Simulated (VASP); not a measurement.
Wanted: the native input for a VASP 6.6.1 run.

* Task: single point
* Functional: PBE
* Dispersion: D3(BJ)
* Potentials or basis: VASP PAW PBE potentials, release 64 (Tc_pv, Au)
* Cutoff: 520 eV
* k mesh: 4 × 4 × 1
* Occupations: fermi-dirac, width 0.05 eV
* Spin: no spin polarisation
* Dipole correction: no
* Further INCAR settings: ALGO = Normal; EDIFF = 1e-06; NBANDS = 96

The structure of Tc12Au lies in POSCAR:

```
Tc12Au
1.0
    5.4800000000      0.0000000000      0.0000000000
    2.7400000000      4.7458190000      0.0000000000
    0.0000000000      0.0000000000     15.3949600000
Tc Au
12 1
Direct
    0.0000000000      0.0000000000      0.0649563234
    0.5000000000      0.0000000000      0.0649563234
   -0.0000000527      0.5000001054      0.0649563234
    0.4999999473      0.5000001054      0.0649563234
   -0.1640824156      0.3282286998      0.1978252623
    0.3337629431      0.3324836029      0.2025456383
   -0.1659196140      0.8314257244      0.2028674319
    0.3344434163      0.8313960140      0.2028560646
    0.0032266402     -0.0074872219      0.3413378145
    0.4974525490      0.0040372378      0.3385485250
   -0.0057190791      0.4970764793      0.3393813300
    0.5079947434      0.4969736520      0.3393753540
    0.1914792284      0.6171021272      0.4844345162
```

The input as run:

INCAR

```
PREC = Accurate
ENCUT = 520
EDIFF = 1E-6
ISMEAR = -1
SIGMA = 0.05
LREAL = False
LASPH = True
NELM = 100
ALGO = Normal
ISIF = 2
LWAVE = False
LCHARG = False
GGA = PE
IVDW = 12
NBANDS = 96
```

KPOINTS

```
Automatic mesh
0
Gamma
  4 4 1
```

Potentials or basis: VASP PAW PBE potentials, release 64 (Tc_pv, Au).

Command:

```bash
$ cat potpaw_PBE.64/Tc_pv/POTCAR potpaw_PBE.64/Au/POTCAR > POTCAR
$ mpirun -np 1 vasp_std > vasp.out
```

Results of the run:

```yaml
Largest_force: 0.152 eV/Å
Band_gap_on_the_k_mesh: zero (an odd number of electrons rules out a gap without spin polarisation)
Dispersion_energy_per_atom: -0.435 eV
```

Caveat: there is no dipole correction, which matters where the two faces differ; spin-orbit coupling is left out, which moves the levels of the heavy elements.

Wall time 11 min on 1 thread of Intel(R) Xeon(R) Platinum 8488C (Sapphire Rapids), on a shared host, peak memory 0.6 GiB.
